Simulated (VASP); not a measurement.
Cd3CuO, 5 atoms in the cell. The structure is tetragonal, space group P4mm (No. 99). Conventional cell: a = 5.096 Å, b = 5.096 Å, c = 3.662 Å, α = 90.00°, β = 90.00°, γ = 90.00°. Within 4.1 Å of Cd (site symmetry 4mm) lie 10 Cd at 3.14 to 3.66 Å and 4 Cu at 3.60 Å and 8 O at 4.04 to 4.05 Å. Cd (site symmetry 2mm) has 2 O at 2.55 Å and 4 Cu at 3.13 to 3.14 Å and 4 Cd at 3.14 Å within 3.4 Å. Cu (site symmetry 4mm) has 2 O at 1.83 Å within 2.4 Å. Within 2.4 Å of O (site symmetry 4mm) lie 2 Cu at 1.83 Å. 

| Item | Value |
| --- | --- |
| Program | VASP 6.6.1 |
| Task | single point |
| Functional | PBE |
| Potentials or basis | VASP PAW PBE potentials, release 64 (Cd, Cu, O) |
| Cutoff | 520 eV |
| k mesh | 6 × 6 × 8 |
| Occupations | gaussian, width 0.1 eV |
| Spin | no spin polarisation |
| Dipole correction | no |
| Further INCAR settings | ALGO = Normal; EDIFF = 1e-06; NBANDS = 34 |

Potentials or basis: VASP PAW PBE potentials, release 64 (Cd, Cu, O).

Run with:

```bash
$ cat potpaw_PBE.64/Cd/POTCAR potpaw_PBE.64/Cu/POTCAR potpaw_PBE.64/O/POTCAR > POTCAR
$ mpirun -np 1 vasp_std > vasp.out
```

Hardware: 1 thread of Intel Xeon 6975P-C, on a shared host.

Q: How long does it take, and how much memory?

A: Run time: 74 s on 1 thread of Intel Xeon 6975P-C (shared host), peak memory 0.29 GiB. Counts: scf iterations 15, k points 50.
